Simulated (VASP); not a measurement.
# PtSe (Fm-3m) in VASP: further runs, part 2 of 2

VASP 6.6.1. Earlier steps stand in the parts before.

### 4 Single point, PBE

This run uses another cell than the first one, of 21.91 Å³/atom, 1.064 times its volume.

INCAR

```
SYSTEM = PtSe
  PREC = Accurate
  ENCUT = 520
  EDIFF = 1E-7
  ISMEAR = -1
  SIGMA = 0.05
  LREAL = .FALSE.
  LASPH = .TRUE.
  NELM = 80
  ALGO = Normal
  ISIF = 2
  LWAVE = .FALSE.
  LCHARG = .TRUE.
  GGA = PE
  LELF = .TRUE.
  LVHAR = .TRUE.
  NBANDS = 15
```

KPOINTS

```
regular mesh
0
G
  8 8 8
  0 0 0
```

POSCAR

```
PtSe
1.0
    0.0000000000      2.7984111300      2.7984111300
    2.7984111300      0.0000000000      2.7984111300
    2.7984111300      2.7984111300      0.0000000000
Pt Se
1 1
Direct
    0.5000000000      0.5000000000      0.5000000000
    0.0000000000      0.0000000000      0.0000000000
```

Potentials or basis: VASP PAW PBE potentials, release 64 (Pt, Se).

On the command line:

```bash
> cat potpaw_PBE.64/Pt/POTCAR potpaw_PBE.64/Se/POTCAR > POTCAR
> mpirun -np 1 vasp_std > vasp.out
```

OUTCAR:

```text
SYSTEM = PtSe
   PREC = Accurate
   ENCUT = 520
   EDIFF = 1E-7
   ISMEAR = -1
   LREAL = .FALSE.
   LASPH = .TRUE.
   NELM = 80
   ISIF = 2
   GGA = PE

 ion  position               nearest neighbor table
   1  0.500  0.500  0.500-   2 2.80   2 2.80   2 2.80   2 2.80   2 2.80   2 2.80
   2  0.000  0.000  0.000-   1 2.80   1 2.80   1 2.80   1 2.80   1 2.80   1 2.80

  LATTYP: Found a face centered cubic cell.
 ALAT       =     5.5968222600

  Lattice vectors:

 A1 = (   0.0000000000,   2.7984111300,   2.7984111300)
 A2 = (   2.7984111300,   0.0000000000,   2.7984111300)
 A3 = (   2.7984111300,   2.7984111300,   0.0000000000)

Analysis of symmetry for initial positions (statically):
=====================================================================
 Subroutine PRICEL returns:
 Original cell was already a primitive cell.

 Routine SETGRP: Setting up the symmetry group for a
 face centered cubic supercell.

 Subroutine GETGRP returns: Found 48 space group operations
 (whereof 48 operations were pure point group operations)
 out of a pool of 48 trial point group operations.

The static configuration has the point symmetry O_h .

Analysis of symmetry for dynamics (positions and initial velocities):
=====================================================================
 Subroutine PRICEL returns:
 Original cell was already a primitive cell.

 Routine SETGRP: Setting up the symmetry group for a
 face centered cubic supercell.

 Subroutine GETGRP returns: Found 48 space group operations
 (whereof 48 operations were pure point group operations)
 out of a pool of 48 trial point group operations.

The dynamic configuration has the point symmetry O_h .

 Subroutine INISYM returns: Found 48 space group operations
 (whereof 48 operations are pure point group operations),
 and found     1 'primitive' translations

----------------------------------------------------------------------------------------

                                     Primitive cell

  volume of cell :      43.8293
[... 109 lines left out ...]
     AMIX_MAG =   1.60;   BMIX_MAG =  1.00
  volume/ion in A,a.u.               =      21.91       147.89
  Fermi-wavevector in a.u.,A,eV,Ry     =   1.170020  2.211017 18.625654  1.368947
  Thomas-Fermi vector in A             =   2.306485
   LORBIT       =      0    0 simple, 1 ext, 2 COOP (PROOUT), +10 PAW based schemes
   GGA     = PE    functional components
[... 5 lines left out ...]
 non-spin polarized calculation
  energy-cutoff  :      520.00
  volume of cell :       43.83
 maximum number of plane-waves:      1243
 NGX is ok and might be reduce to    30
   NGX = 15   NGY = 15   NGZ = 15

 number of electron      16.0000000 magnetization

 Free energy of the ion-electron system (eV)
  ---------------------------------------------------
  ext. energy  EPLUGINS =         0.00000000
  ---------------------------------------------------
  free energy    TOTEN  =        -9.28172251 eV

  energy without entropy =       -9.27139241  energy(sigma->0) =       -9.27655746

 E-fermi :   5.2193     XC(G=0): -10.6088

 val. band max:        5.2177074707   @ k =  -0.3750   0.3750   0.0000
 cond. band min:       5.2664665376   @ k =   0.5000   0.3750   0.1250
 fundamental gap:      0.0487590670
 Fermi energy:         5.2193038356

 k-point     1 :       0.0000    0.0000    0.0000
  band No.  band energies     occupation
      1      -8.7560      2.00000
      2       2.8483      2.00000
      3       2.8483      2.00000
      4       2.8969      2.00000
      5       2.8969      2.00000
      6       2.8969      2.00000
      7       4.0308      2.00000
      8       4.0308      2.00000
      9       4.0308      2.00000
     10       5.6948      0.00015
     11      15.4446      0.00000
     12      16.0395      0.00000
     13      16.0395      0.00000
     14      16.0395      0.00000
[... 401 lines left out ...]
      2      -0.3879      2.00000
      3       1.0020      2.00000
      4       1.0862      2.00000
      5       3.4842      2.00000
      6       3.5676      2.00000
      7       3.8388      2.00000
      8       5.4512      0.01916
      9       5.9638      0.00000
     10       9.6746      0.00000
     11      10.5568      0.00000
     12      13.2215      0.00000
     13      13.7058      0.00000
     14      17.5443      0.00000
     15      18.4145      0.00000

 [... further k-points ...]
[... 5 lines left out ...]
  --------------------------------------------------------------------------------------
  -------------------------------------------------------------------------------------
  Total       -3.9858758     -3.9858758     -3.9858758     -0.0000000     -0.0000000      0.0000000
  in kB     -145.7034337   -145.7034337   -145.7034337     -0.0000000     -0.0000000      0.0000000
  external PRESSURE =    -145.7034337 kB  Pullay stress =       0.0000000 kB

 VOLUME and BASIS-vectors are now :
 -----------------------------------------------------------------------------
  energy-cutoff  :      520.00
  volume of cell :       43.83
      direct lattice vectors                 reciprocal lattice vectors
     0.000000000  2.798411130  2.798411130    -0.178672817  0.178672817  0.178672817
     2.798411130  0.000000000  2.798411130     0.178672817 -0.178672817  0.178672817
     2.798411130  2.798411130  0.000000000     0.178672817  0.178672817 -0.178672817

 POSITION                                       TOTAL-FORCE (eV/Angst)
 -----------------------------------------------------------------------------------
      2.79841      2.79841      2.79841        -0.000000     -0.000000     -0.000000
      0.00000      0.00000      0.00000         0.000000      0.000000      0.000000
 -----------------------------------------------------------------------------------
    total drift:                                0.000000     -0.000000      0.000000

  FREE ENERGIE OF THE ION-ELECTRON SYSTEM (eV)
  ---------------------------------------------------
  free  energy   TOTEN  =        -9.2817225091 eV

  energy  without entropy=       -9.2713924085  energy(sigma->0) =       -9.27655746
```

Wall time 18 s (1 thread of Intel Xeon Platinum 8259CL at 2.50GHz (Skylake/Cascade Lake), shared host); peak memory 0.18 GiB.

Results:

- Free energy: -9.2817 eV
- Pressure: -14.6 GPa
- Band gap on the k mesh: zero (band 8 reaches 7.40 eV, above the bottom of band 9 at 3.94 eV)

Caveat: spin-orbit coupling is left out, which moves the levels of the heavy elements.

### 5 Single point, PBE

This run uses another cell than the first one, of 21.48 Å³/atom, 1.043 times its volume.

INCAR

```
PREC     = Accurate       # precision mode
ENCUT    = 520            # plane-wave cutoff, eV
EDIFF    = 1E-6           # SCF threshold, eV
ISMEAR   = -1             # smearing method
SIGMA    = 0.05           # smearing width, eV
LREAL    = False          # projectors in reciprocal space
LASPH    = True           # aspherical terms in the spheres
NELM     = 100            # most SCF steps
ALGO     = Normal         # electronic algorithm
ISIF     = 2              # what is computed and relaxed
LWAVE    = False          # write WAVECAR
LCHARG   = False          # write CHGCAR
GGA      = PE             # functional
NBANDS   = 15             # bands
```

KPOINTS

```
Automatic mesh
0
Gamma
  8 8 8
```

POSCAR

```
PtSe
1.0
    0.0000000000      2.7796292813      2.7796292813
    2.7796292813      0.0000000000      2.7796292813
    2.7796292813      2.7796292813      0.0000000000
Pt Se
1 1
Direct
    0.5000000000      0.5000000000      0.5000000000
    0.0000000000      0.0000000000      0.0000000000
```

Potentials or basis: VASP PAW PBE potentials, release 64 (Pt, Se).

On the command line:

```bash
> cat potpaw_PBE.64/Pt/POTCAR potpaw_PBE.64/Se/POTCAR > POTCAR
> mpirun -np 1 vasp_std > vasp.out
```

OUTCAR:

```text
PREC = Accurate
   ENCUT = 520
   EDIFF = 1E-6
   ISMEAR = -1
   LREAL = False
   LASPH = True
   NELM = 100
   ISIF = 2
   GGA = PE

 ion  position               nearest neighbor table
   1  0.500  0.500  0.500-   2 2.78   2 2.78   2 2.78   2 2.78   2 2.78   2 2.78
   2  0.000  0.000  0.000-   1 2.78   1 2.78   1 2.78   1 2.78   1 2.78   1 2.78

  LATTYP: Found a face centered cubic cell.
 ALAT       =     5.5592585626

  Lattice vectors:

 A1 = (   0.0000000000,   2.7796292813,   2.7796292813)
 A2 = (   2.7796292813,   0.0000000000,   2.7796292813)
 A3 = (   2.7796292813,   2.7796292813,   0.0000000000)

Analysis of symmetry for initial positions (statically):
=====================================================================
 Subroutine PRICEL returns:
 Original cell was already a primitive cell.

 Routine SETGRP: Setting up the symmetry group for a
 face centered cubic supercell.

 Subroutine GETGRP returns: Found 48 space group operations
 (whereof 48 operations were pure point group operations)
 out of a pool of 48 trial point group operations.

The static configuration has the point symmetry O_h .

Analysis of symmetry for dynamics (positions and initial velocities):
[... 170 lines left out ...]
      3       3.0190      2.00000
      4       3.0625      2.00000
      5       3.0625      2.00000
      6       3.0625      2.00000
      7       4.2534      2.00000
      8       4.2534      2.00000
      9       4.2534      2.00000
     10       6.0288      0.00003
     11      15.6580      0.00000
     12      16.3588      0.00000
     13      16.3588      0.00000
     14      16.3588      0.00000
[... 401 lines left out ...]
      2      -0.2830      2.00000
      3       1.1322      2.00000
      4       1.2218      2.00000
      5       3.6791      2.00000
      6       3.7627      2.00000
      7       4.0457      2.00000
      8       5.7145      0.01685
      9       6.2254      0.00000
     10      10.0228      0.00000
     11      10.8174      0.00000
     12      13.5300      0.00000
     13      14.0305      0.00000
     14      17.8574      0.00000
     15      18.8061      0.00000

 [... further k-points ...]
[... 5 lines left out ...]
  --------------------------------------------------------------------------------------
  -------------------------------------------------------------------------------------
  Total       -3.6322744     -3.6322744     -3.6322744      0.0000000     -0.0000000      0.0000000
  in kB     -135.4873033   -135.4873033   -135.4873033      0.0000000     -0.0000000      0.0000000
  external PRESSURE =    -135.4873033 kB  Pullay stress =       0.0000000 kB

 VOLUME and BASIS-vectors are now :
 -----------------------------------------------------------------------------
  energy-cutoff  :      520.00
  volume of cell :       42.95
      direct lattice vectors                 reciprocal lattice vectors
     0.000000000  2.779629281  2.779629281    -0.179880102  0.179880102  0.179880102
     2.779629281  0.000000000  2.779629281     0.179880102 -0.179880102  0.179880102
     2.779629281  2.779629281  0.000000000     0.179880102  0.179880102 -0.179880102

 POSITION                                       TOTAL-FORCE (eV/Angst)
 -----------------------------------------------------------------------------------
      2.77963      2.77963      2.77963         0.000000     -0.000000      0.000000
      0.00000      0.00000      0.00000         0.000000      0.000000      0.000000
 -----------------------------------------------------------------------------------
    total drift:                                0.000000     -0.000000      0.000000

  FREE ENERGIE OF THE ION-ELECTRON SYSTEM (eV)
  ---------------------------------------------------
  free  energy   TOTEN  =        -9.3584904891 eV

  energy  without entropy=       -9.3487298040  energy(sigma->0) =       -9.35361015
```

stdout:

```text
POSCAR found type information on POSCAR PtSe
 POSCAR found :  2 types and       2 ions
 scaLAPACK will be used
 LDA part: xc-table for (Slater+PW92), standard interpolation
 POSCAR, INCAR and KPOINTS ok, starting setup
 FFT: planning ... GRIDC
 FFT: planning ... GRID_SOFT
 FFT: planning ... GRID
 WAVECAR not read
 entering main loop
```

Run time: 17 s. Hardware: 1 thread of Intel Xeon Platinum 8259CL at 2.50GHz (Skylake/Cascade Lake), shared host; peak memory 0.17 GiB.

What came out:

```yaml
Free_energy: -9.3585 eV
Pressure: -13.5 GPa
Band_gap_on_the_k_mesh: zero (band 8 reaches 7.72 eV, above the bottom of band 9 at 4.18 eV)
```

Caveat: spin-orbit coupling is left out, which moves the levels of the heavy elements.

### 6 The runs side by side

```csv
cell,gap on the mesh (eV),pressure (GPa)
"a = 3.877 Å, angles 60.0°, 2 atoms",none,-10.9
"a = 3.904 Å, angles 60.0°, 2 atoms",none,-12.3
"a = 3.958 Å, angles 60.0°, 2 atoms",none,-14.6
"a = 3.931 Å, angles 60.0°, 2 atoms",none,-13.5
```

Alike in all rows: task single point; level PBE; potentials or basis VASP PAW PBE potentials, release 64 (Pt, Se); no spin polarisation; k mesh 8 × 8 × 8; cutoff (eV) 520; smearing fermi-dirac 0.05 eV.

Caveats: spin-orbit coupling is left out, which moves the levels of the heavy elements.

Total energies depend on the potentials used, so only differences within one code and one set of settings carry meaning.
